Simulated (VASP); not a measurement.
# NaH (Fm-3m) in VASP: further runs, part 2 of 2

VASP 6.6.1. Earlier steps stand in the parts before.

### 3 Electric field gradients, PBE (volume scaled by 1.06)

INCAR

```
SYSTEM = NaH
ALGO = Normal
EDIFF = 1E-8
ENCUT = 520
GGA = PE
ISIF = 2
ISMEAR = -1
LASPH = .True.
LCHARG = .False.
LEFG = .True.
LREAL = .False.
LWAVE = .False.
NBANDS = 11
NELM = 80
PREC = Accurate
SIGMA = 0.02
```

KPOINTS

```
k-points
0
Gamma
  9 9 9
  0 0 0
```

POSCAR

```
NaH
1.0
    0.0000000000      2.4878552867      2.4878552867
    2.4878552867      0.0000000000      2.4878552867
    2.4878552867      2.4878552867      0.0000000000
Na H
1 1
Direct
    0.0000000000      0.0000000000      0.0000000000
    0.5000000000      0.5000000000      0.5000000000
```

Potentials or basis: VASP PAW PBE potentials, release 64 (Na_pv, H).

Started as:

```
> cat potpaw_PBE.64/Na_pv/POTCAR potpaw_PBE.64/H/POTCAR > POTCAR
> mpirun -np 1 vasp_std > vasp.out
```

OUTCAR:

```text
SYSTEM = NaH
   EDIFF = 1E-8
   ENCUT = 520
   GGA = PE
   ISIF = 2
   ISMEAR = -1
   LASPH = .True.
   LREAL = .False.
   NELM = 80
   PREC = Accurate

 ion  position               nearest neighbor table
   1  0.000  0.000  0.000-
   2  0.500  0.500  0.500-

  LATTYP: Found a face centered cubic cell.
 ALAT       =     4.9757105734

  Lattice vectors:

 A1 = (   0.0000000000,   2.4878552867,   2.4878552867)
 A2 = (   2.4878552867,   0.0000000000,   2.4878552867)
 A3 = (   2.4878552867,   2.4878552867,   0.0000000000)

Analysis of symmetry for initial positions (statically):
=====================================================================
 Subroutine PRICEL returns:
 Original cell was already a primitive cell.

 Routine SETGRP: Setting up the symmetry group for a
 face centered cubic supercell.

 Subroutine GETGRP returns: Found 48 space group operations
 (whereof 48 operations were pure point group operations)
 out of a pool of 48 trial point group operations.

The static configuration has the point symmetry O_h .

Analysis of symmetry for dynamics (positions and initial velocities):
=====================================================================
 Subroutine PRICEL returns:
 Original cell was already a primitive cell.

 Routine SETGRP: Setting up the symmetry group for a
 face centered cubic supercell.

 Subroutine GETGRP returns: Found 48 space group operations
 (whereof 48 operations were pure point group operations)
 out of a pool of 48 trial point group operations.

The dynamic configuration has the point symmetry O_h .

 Subroutine INISYM returns: Found 48 space group operations
 (whereof 48 operations are pure point group operations),
 and found     1 'primitive' translations

----------------------------------------------------------------------------------------

                                     Primitive cell

  volume of cell :      30.7968

  direct lattice vectors                    reciprocal lattice vectors
     0.000000000  2.487855287  2.487855287    -0.200976320  0.200976320  0.200976320
     2.487855287  0.000000000  2.487855287     0.200976320 -0.200976320  0.200976320
     2.487855287  2.487855287  0.000000000     0.200976320  0.200976320 -0.200976320

  length of vectors
     3.518358688  3.518358688  3.518358688     0.348101197  0.348101197  0.348101197

  position of ions in fractional coordinates (direct lattice)
     0.000000000  0.000000000  0.000000000
     0.500000000  0.500000000  0.500000000

  ion indices of the primitive-cell ions
   primitive index   ion index
                 1           1
                 2           2

----------------------------------------------------------------------------------------

 KPOINTS: k-points

Automatic generation of k-mesh.
 Grid dimensions read from file:
[... 72 lines left out ...]
   ISYM   =      2    0-nonsym 1-usesym 2-fastsym
   POTIM  = 0.5000    time-step for ionic-motion
   TEBEG  =    0.0;   TEEND  =   0.0 temperature during run
   PSTRESS=    0.0 pullay stress
   NELECT =       8.0000    total number of electrons
   NUPDOWN=      -1.0000    fix difference up-down
   EMIN   =  10.00;   EMAX   =-10.00  energy-range for DOS
   EFERMI =   0.00;   METHOD = LEGACY
   ISMEAR =    -1;   SIGMA  =   0.02  broadening in eV -4-tet -1-fermi 0-gaus
   EFERMI_NEDOS =   21; number of points for ismear=-14 and -15
   IALGO  =     38    algorithm
   IMIX   =      4    mixing-type and parameters
     AMIX     =   0.40;   BMIX     =  1.00
     AMIX_MAG =   1.60;   BMIX_MAG =  1.00
  volume/ion in A,a.u.               =      15.40       103.91
  Fermi-wavevector in a.u.,A,eV,Ry     =   1.044567  1.973946 14.845597  1.091121
  Thomas-Fermi vector in A             =   2.179325
   LORBIT       =      0    0 simple, 1 ext, 2 COOP (PROOUT), +10 PAW based schemes
   GGA     = PE    functional components
   LHFCALC =     F    Hartree Fock is set to
   AEXX    =    0.0000 exact exchange contribution
   IVDW    =     0    specifies the selected vdW correction
   LEPSILON=     F    determine dielectric tensor
   LRPA    =     F    only Hartree local field effects (RPA)
 non-spin polarized calculation
  energy-cutoff  :      520.00
  volume of cell :       30.80
 maximum number of plane-waves:       869
 NGX is ok and might be reduce to    28
   NGX = 13   NGY = 13   NGZ = 13

 number of electron       8.0000000 magnetization

 Free energy of the ion-electron system (eV)
  ---------------------------------------------------
  ext. energy  EPLUGINS =         0.00000000
  ---------------------------------------------------
  free energy    TOTEN  =        -5.07308422 eV

  energy without entropy =       -5.07308422  energy(sigma->0) =       -5.07308422

 E-fermi :  -0.8896     XC(G=0):  -7.4817

 val. band max:       -1.4361068347   @ k =  -0.3333   0.4444   0.1111
 cond. band min:       2.4660787544   @ k =  -0.4444   0.1111   0.0000
 fundamental gap:      3.9021855891
 Fermi energy:        -0.8895905603

 k-point     1 :       0.0000    0.0000    0.0000
  band No.  band energies     occupation
      1     -23.6397      2.00000
      2     -23.6396      2.00000
      3     -23.6396      2.00000
      4      -4.7535      2.00000
      5       8.2953      0.00000
      6      13.5855      0.00000
      7      13.5855      0.00000
      8      13.5855      0.00000
      9      14.2391      0.00000
     10      14.2391      0.00000
     11      14.2391      0.00000
[... 309 lines left out ...]
 k-point    24 :       0.4444    0.4444    0.0000
  band No.  band energies     occupation
      1     -23.6997      2.00000
      2     -23.6627      2.00000
      3     -23.6627      2.00000
      4      -1.7045      2.00000
      5       3.2923      0.00000
      6       8.4082      0.00000
      7       8.8311      0.00000
      8       8.8311      0.00000
      9       9.6756      0.00000
     10      20.6285      0.00000
     11      22.5848      0.00000

 [... further k-points ...]
[... 5 lines left out ...]
  --------------------------------------------------------------------------------------
  -------------------------------------------------------------------------------------
  Total       -0.3415355     -0.3415355     -0.3415355      0.0000000      0.0000000     -0.0000000
  in kB      -17.7681037    -17.7681037    -17.7681037      0.0000000      0.0000000     -0.0000000
  external PRESSURE =     -17.7681037 kB  Pullay stress =       0.0000000 kB

 VOLUME and BASIS-vectors are now :
 -----------------------------------------------------------------------------
  energy-cutoff  :      520.00
  volume of cell :       30.80
      direct lattice vectors                 reciprocal lattice vectors
     0.000000000  2.487855287  2.487855287    -0.200976320  0.200976320  0.200976320
     2.487855287  0.000000000  2.487855287     0.200976320 -0.200976320  0.200976320
     2.487855287  2.487855287  0.000000000     0.200976320  0.200976320 -0.200976320

 POSITION                                       TOTAL-FORCE (eV/Angst)
 -----------------------------------------------------------------------------------
      0.00000      0.00000      0.00000        -0.000000      0.000000     -0.000000
      2.48786      2.48786      2.48786         0.000000     -0.000000      0.000000
 -----------------------------------------------------------------------------------
    total drift:                               -0.000000     -0.000000     -0.000000

  FREE ENERGIE OF THE ION-ELECTRON SYSTEM (eV)
  ---------------------------------------------------
  free  energy   TOTEN  =        -5.0730842175 eV

  energy  without entropy=       -5.0730842175  energy(sigma->0) =       -5.07308422

 Electric field gradients (V/A^2)
---------------------------------------------------------------------
 ion       V_xx      V_yy      V_zz      V_xy      V_xz      V_yz
---------------------------------------------------------------------
   1      -0.000    -0.000    -0.000     0.003     0.003     0.003
   2       0.000    -0.000    -0.000     0.001     0.001     0.001
---------------------------------------------------------------------

 Electric field gradients after diagonalization (V/A^2)
 (convention: |V_zz| > |V_xx| > |V_yy|)
----------------------------------------------------------------------
 ion       V_xx      V_yy      V_zz     asymmetry (V_yy - V_xx)/ V_zz
----------------------------------------------------------------------
   1      -0.003    -0.003     0.006       0.000
   2      -0.001    -0.001     0.001       0.000
----------------------------------------------------------------------

           NMR quadrupolar parameters

 Cq : quadrupolar parameter    Cq=e*Q*V_zz/h
 eta: asymmetry parameters     (V_yy - V_xx)/ V_zz
 Q  : nuclear electric quadrupole moment in mb (millibarn)
----------------------------------------------------------------------
 ion       Cq(MHz)       eta       Q (mb)
----------------------------------------------------------------------
   1       0.000       0.000       1.000
   2       0.000       0.000       1.000
----------------------------------------------------------------------
```

stdout:

```text
POSCAR found type information on POSCAR NaH
 POSCAR found :  2 types and       2 ions
 scaLAPACK will be used
 LDA part: xc-table for (Slater+PW92), standard interpolation
 POSCAR, INCAR and KPOINTS ok, starting setup
 FFT: planning ... GRIDC
 FFT: planning ... GRID_SOFT
 FFT: planning ... GRID
 WAVECAR not read
 entering main loop
ion   1

ion   2
```

Run time: 8.3 s. Hardware: 1 thread of Intel Xeon Platinum 8488C (Sapphire Rapids), shared host; peak memory 0.15 GiB.

Results:

```yaml
Free_energy: -5.0731 eV
Pressure: -1.8 GPa
Band_gap_on_the_k_mesh: 3.90 eV, indirect (least direct gap 4.57 eV)
```

Caveat: the cell differs from its parent crystal (volume scaled by 1.06); without QUAD_EFG the Cq values of the log hold for a quadrupole moment of 1 mb, not for the nuclei. A k mesh can miss the band edges.

### 4 Density of states, PBE

This run uses another cell than the first one, of 14.53 Å³/atom, 0.980 times its volume.

POSCAR

```
NaH
1.0
    0.0000000000      2.4400000000      2.4400000000
    2.4400000000      0.0000000000      2.4400000000
    2.4400000000      2.4400000000      0.0000000000
Na H
1 1
Direct
    0.0000000000      0.0000000000      0.0000000000
    0.5000000000      0.5000000000      0.5000000000
```

INCAR.step1

```
SYSTEM = NaH
  PREC = Accurate
  ENCUT = 520
  EDIFF = 1E-6
  ISMEAR = -1
  SIGMA = 0.02
  LREAL = .False.
  LASPH = .True.
  NELM = 80
  ALGO = Normal
  ISIF = 2
  LWAVE = .False.
  LCHARG = .True.
  GGA = PE
  NBANDS = 11
```

KPOINTS.step1

```
Automatic mesh
0
Gamma
  9 9 9
  0 0 0
```

INCAR.step2

```
SYSTEM = NaH
  PREC = Accurate
  ENCUT = 520
  EDIFF = 1E-6
  ISMEAR = -5
  SIGMA = 0.02
  LREAL = .False.
  LASPH = .True.
  NELM = 80
  ALGO = Normal
  ISIF = 2
  LWAVE = .False.
  LCHARG = .False.
  GGA = PE
  LORBIT = 10
  NEDOS = 1001
  ICHARG = 11
```

KPOINTS.step2

```
Automatic mesh
0
Gamma
  14 14 14
  0 0 0
```

Started as:

```
> cat potpaw_PBE.64/Na_pv/POTCAR potpaw_PBE.64/H/POTCAR > POTCAR
> cp INCAR.step1 INCAR
> cp KPOINTS.step1 KPOINTS
> mpirun -np 1 vasp_std > vasp.out
> cp INCAR.step2 INCAR
> cp KPOINTS.step2 KPOINTS
> mpirun -np 1 vasp_std > vasp.out
```

It took 16 s on 1 thread of Intel Xeon Platinum 8488C (Sapphire Rapids), shared host; peak memory 0.15 GiB.

It converged, with:

- Valence electrons inside the program's atomic spheres: Na 6.04; H 0.51

Levels at points of the mesh, in eV from the valence-band top:
| k point | band 1 | band 2 | band 3 | band 4 | band 5 | band 6 | band 7 | band 8 |
| --- | --- | --- | --- | --- | --- | --- | --- | --- |
| (0.00, 0.00, 0.00) | -22.15 | -22.15 | -22.15 | -3.53 | 10.17 | 15.39 | 15.39 | 15.39 |
| (0.50, 0.00, 0.00) | -22.23 | -22.16 | -22.16 | -0.83 | 3.72 | 10.59 | 13.21 | 13.21 |
| (0.50, 0.50, 0.00) | -22.22 | -22.17 | -22.17 | -0.16 | 4.59 | 9.93 | 10.50 | 10.50 |

### 5 Overview

| task | cell | k mesh for the DOS | occupations for the DOS | gap on the mesh (eV) | pressure (GPa) |
| --- | --- | --- | --- | --- | --- |
| electric field gradients | a = 3.474 Å, angles 60.0°, 2 atoms | - | - | 3.97 | -1.1 |
| electric field gradients | a = 3.518 Å, angles 60.0°, 2 atoms | - | - | 3.90 | -1.8 |
| density of states | a = 3.451 Å, angles 60.0°, 2 atoms | 14 × 14 × 14 | tetrahedron | - | - |

Alike in all rows: level PBE; potentials or basis VASP PAW PBE potentials, release 64 (Na_pv, H); no spin polarisation; k mesh 9 × 9 × 9; cutoff (eV) 520; smearing fermi-dirac 0.02 eV.

Absolute energies hang on the potentials; compare differences alone.
